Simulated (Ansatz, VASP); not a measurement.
ScIn3: VASP beside Ansatz

```
CELL_PARAMETERS angstrom
4.46000 0.00000 0.00000
0.00000 4.46000 0.00000
0.00000 0.00000 4.41540
ATOMIC_POSITIONS crystal
Sc 0.00000 0.00000 0.00000
In 0.00000 0.50000 0.50000
In 0.50000 0.00000 0.50000
In 0.50000 0.50000 0.00000
```

Change from the starting cell: zz strain of -1 %.

Alike in both runs: task single point; functional PBEsol; k mesh 8 × 8 × 8; occupations fermi-dirac, width 0.08 eV; no spin polarisation.

```csv
,VASP,Ansatz
version,VASP 6.6.1,Ansatz 0.2.0
potentials or method,"VASP PAW PBE potentials, release 64 (Sc_sv, In_d), cutoff 520 eV","all-electron LAPW, scalar-relativistic"
```

|  | VASP | Ansatz | Ansatz less VASP |
| --- | --- | --- | --- |
| pressure (GPa) | 0.4 | 0.4 | -0.01 |
| traceless stress, the component that is largest in VASP (GPa) | 0.40 | 0.40 | 0.000 |

VASP's potentials were made for PBE, not for PBEsol. Ansatz ran all-electron here, and VASP with PAW potentials.
